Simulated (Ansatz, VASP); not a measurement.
**Two plane-wave programs on Hf**

```
Hf
1.0
     0.00000    3.32673    3.32673
     3.32673    0.00000    3.32673
     3.32673    3.32673    0.00000
Hf
2
Direct
  0.12500 0.12500 0.12500
  0.87500 0.87500 0.87500
```

Alike in both runs: task single point; functional RPBE; k mesh 9 × 9 × 9; occupations fermi-dirac, width 0.1 eV; no spin polarisation.

```csv
,VASP,Ansatz
version,VASP 6.6.1,Ansatz 0.2.0
potentials or method,"VASP PAW PBE potentials, release 64 (Hf_pv), cutoff 520 eV","plane waves (420 eV) with PAW, scalar-relativistic"
valence electrons in the cell,20,52
```

|  | VASP | Ansatz | Ansatz less VASP |
| --- | --- | --- | --- |
| pressure (GPa) | -0.2 | 0.0 | +0.21 |

VASP's potentials were made for PBE, not for RPBE. VASP's potentials hold 20 valence electrons a cell and Ansatz's 52, so a difference there can come from the potentials and not from the codes.

Spin-orbit coupling is off throughout.
